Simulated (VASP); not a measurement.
A run of VASP 6.6.1 is set up as follows.

Contents of INCAR:

```
ALGO = Normal
EDIFF = 1E-6
EDIFFG = -0.02
ENCUT = 600
GGA = RP
IBRION = 2
ISIF = 3
ISMEAR = -1
IVDW = 13
LASPH = T
LCHARG = F
LREAL = F
LWAVE = F
NELM = 80
NSW = 80
PREC = Accurate
SIGMA = 0.05
```

Contents of KPOINTS:

```
k-points
0
Gamma
  12 12 12
```

The input POSCAR:

```
Mo
1.0
   -1.5838089719      1.5838089719      1.5838089719
    1.5838089719     -1.5838089719      1.5838089719
    1.5838089719      1.5838089719     -1.5838089719
Mo
1
Direct
    0.0000000000      0.0000000000      0.0000000000
```

Potentials or basis: VASP PAW PBE potentials, release 64 (Mo_sv).

Run with:

```sh
$ cat potpaw_PBE.64/Mo_sv/POTCAR > POTCAR
$ mpirun -np 1 vasp_std > vasp.out
```

Task: Estimate the space group after relaxing (to 0.05 Å).

Result: Im-3m (No. 229).

Task: What does it give for the dispersion energy per atom?

Result: -1.136 eV.

Task: Predict the band gap on the k mesh.

Result: Zero (band 7 reaches 17.00 eV, above the bottom of band 8 at 11.54 eV).

Final structure:
```
Mo
1.0
    -1.56642    1.56642    1.56642
     1.56642   -1.56642    1.56642
     1.56642    1.56642   -1.56642
Mo
1
Direct
  0.00000 0.00000 0.00000
```
